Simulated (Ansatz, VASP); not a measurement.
Au: VASP beside Ansatz

```
Au
1.0
     4.11049    0.00000    0.00000
     0.00000    4.11049    0.00000
     0.00000    0.00000    4.11049
Au
3
Direct
  0.50000 0.00000 0.00000
  0.00000 0.50000 0.00000
  0.00000 0.00000 0.50000
```

Alike in both runs: task single point; functional PBE; k mesh 12 × 12 × 12; occupations gaussian, width 0.1 eV; no spin polarisation.

```csv
,VASP,Ansatz
version,VASP 6.6.1,Ansatz 0.2.0
potentials or method,"VASP PAW PBE potentials, release 64 (Au), cutoff 520 eV","scalar-relativistic, plane waves, PAW"
valence electrons in the cell,33,57
```

|  | VASP | Ansatz | Ansatz less VASP |
| --- | --- | --- | --- |
| gap on the k mesh at the Fermi level (eV) | none | none | - |
| pressure (GPa) | -8.2 | -8.0 | +0.12 |

A gap of «none» marks a metal or a gap that the smearing closes. VASP's potentials hold 33 valence electrons a cell and Ansatz's 57, so a difference there can come from the potentials and not from the codes.

Spin-orbit coupling is off throughout.
